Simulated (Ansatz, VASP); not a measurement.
One calculation of LaP, two programs

```
La P
1.0
     0.00000    3.03245    3.03245
     3.03245    0.00000    3.03245
     3.03245    3.03245    0.00000
La P
1 1
Direct
  0.00000 0.00000 0.00000
  0.50000 0.50000 0.50000
```

Change from the starting cell: volume scaled by 1.02.

Alike in both runs: task single point; functional LDA; k mesh 10 × 10 × 10; occupations fermi-dirac, width 0.03 eV; no spin polarisation.

|  | VASP | Ansatz |
| --- | --- | --- |
| version | VASP 6.6.1 | Ansatz 0.2.0 |
| potentials or method | VASP PAW LDA potentials, release 64 (La, P), cutoff 520 eV | all-electron LAPW, scalar-relativistic |

```tsv
	VASP	Ansatz	Ansatz less VASP
pressure (GPa)	-4.6	-4.5	+0.05
```

LDA's correlation is that of Perdew and Zunger in VASP and of Perdew and Wang (1992) in Ansatz. Ansatz ran all-electron here, and VASP with PAW potentials.

Spin-orbit coupling is off throughout.
